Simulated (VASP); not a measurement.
## MnF2: single point with PBE+U

MnF2:

```
CELL_PARAMETERS angstrom
4.90289 0.00000 0.00000
0.00000 4.90289 0.00000
0.00000 0.00000 3.16178
ATOMIC_POSITIONS crystal
F 0.32700 0.32700 0.00000
F 0.17300 0.82700 0.50000
F 0.67300 0.67300 0.00000
F 0.82700 0.17300 0.50000
Mn 0.00000 0.00000 0.00000
Mn 0.50000 0.50000 0.50000
```

- Program: VASP 6.6.1
- Task: single point
- Functional: PBE
- Potentials or basis: VASP PAW PBE potentials, release 64 (F, Mn_pv)
- Cutoff: 520 eV
- k mesh: 4 × 4 × 6
- Occupations: fermi-dirac, width 0.1 eV
- Spin: collinear spin, antiferromagnetic start
- Starting moments: [0.0, 0.0, 0.0, 0.0, 4.1, -4.1] μB
- Hubbard terms: Mn d U = 5.21 eV
- Dipole correction: no
- Further INCAR settings: ALGO = Normal; EDIFF = 1e-06; NBANDS = 40

The pressure is 17.2 GPa. The largest force is 2.186 eV/Å. The band gap on the k mesh is 3.08 eV (least direct gap 3.10 eV), the net moment is 0.00 μB per cell and the site moments are F -0.03, +0.03 (each value once); Mn +4.68, -4.68 μB. The valence electrons inside the program's atomic spheres are F 6.14; Mn 11.38.

Forces on the atoms (eV/Å):
```
F   -1.546 -1.546  0.000
F    1.546 -1.546  0.000
F    1.546  1.546  0.000
F   -1.546  1.546  0.000
Mn   0.000  0.000  0.000
Mn   0.000  0.000  0.000
```

Stress tensor (GPa, compression positive):
```
11.59  0.00  0.00
 0.00 11.59  0.00
 0.00  0.00 28.27
```

Levels at points of the mesh, in eV from the valence-band top:
Spin up:
```
           k point  band 24  band 25  band 26  band 27  band 28  band 29  band 30  band 31
(0.00, 0.00, 0.00)    -2.83    -2.23    -1.45    -0.02     3.08     5.66     6.11     6.15
(0.50, 0.00, 0.00)    -2.64    -2.18    -1.11     0.00     5.18     5.24     5.88     6.12
(0.50, 0.50, 0.00)    -2.84    -2.07    -1.61    -0.03     5.35     5.73     6.14     6.21
(0.00, 0.00, 0.50)    -2.82    -1.86    -1.71    -1.11     5.63     5.65     5.89     6.54
(0.50, 0.00, 0.50)    -2.83    -1.96    -1.27    -1.19     5.65     5.92     6.10     6.71
(0.50, 0.50, 0.50)    -2.84    -1.99    -1.53    -1.14     5.77     5.93     6.15     6.50
```
Spin down:
```
           k point  band 24  band 25  band 26  band 27  band 28  band 29  band 30  band 31
(0.00, 0.00, 0.00)    -2.83    -2.23    -1.45    -0.02     3.08     5.66     6.11     6.15
(0.50, 0.00, 0.00)    -2.64    -2.18    -1.11     0.00     5.18     5.24     5.88     6.12
(0.50, 0.50, 0.00)    -2.84    -2.07    -1.61    -0.03     5.35     5.73     6.14     6.21
(0.00, 0.00, 0.50)    -2.82    -1.86    -1.71    -1.11     5.63     5.65     5.89     6.54
(0.50, 0.00, 0.50)    -2.83    -1.96    -1.27    -1.19     5.65     5.92     6.10     6.71
(0.50, 0.50, 0.50)    -2.84    -1.99    -1.53    -1.14     5.77     5.93     6.15     6.50
```

Eigenvalues of the final occupation matrices:
| site | spin | trace | eigenvalues |
| --- | --- | --- | --- |
| site 5 d | 1 | 4.84 | 0.95 0.95 0.95 0.98 1.01 |
| site 5 d | 2 | 0.19 | 0.01 0.02 0.02 0.05 0.09 |
| site 6 d | 1 | 0.19 | 0.01 0.02 0.02 0.05 0.09 |
| site 6 d | 2 | 4.84 | 0.95 0.95 0.95 0.98 1.01 |

It took 87 s on 1 thread of Intel(R) Xeon(R) Platinum 8259CL CPU @ 2.50GHz (Skylake/Cascade Lake), with other jobs on the host, peak memory 0.26 GiB.

Caveat: the cell stands under pressure; forces of over 1 eV/Å act on the atoms, so gaps and moduli don't describe the material at rest. The state reached can hang on the start; a lower one may exist.
